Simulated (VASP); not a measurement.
Input of a VASP 6.6.1 run:

INCAR

```
SYSTEM = C
ALGO = Normal
EDIFF = 1E-6
ENCUT = 520
GGA = PE
ISIF = 2
ISMEAR = 0
IVDW = 12
LASPH = .TRUE.
LCHARG = .FALSE.
LREAL = .FALSE.
LWAVE = .FALSE.
NBANDS = 11
NELM = 60
PREC = Accurate
SIGMA = 0.15
```

File KPOINTS:

```
k-points
0
G
  30 30 8
  0 0 0
```

POSCAR

```
C
1.0
    2.4561701622      0.0000000000      0.0460531905
   -1.2280850811      2.1271057565     -0.0230265953
    0.1598213130      0.0000000000      8.5238033600
C
2
Direct
    0.3333333333      0.6666666667      0.0000000000
    0.6666666667      0.3333333333      0.0000000000
```

Potentials or basis: VASP PAW PBE potentials, release 64 (C).

Launch:

```console
$ cat potpaw_PBE.64/C/POTCAR > POTCAR
$ mpirun -np 1 vasp_std > vasp.out
```

(1) Predict the dispersion energy per atom.

## Answers

(1) -0.090 eV.

Caveat: the cell differs from its parent crystal (strain +0.0375 x Voigt [0, 0, 0, 0, 1, 0]).
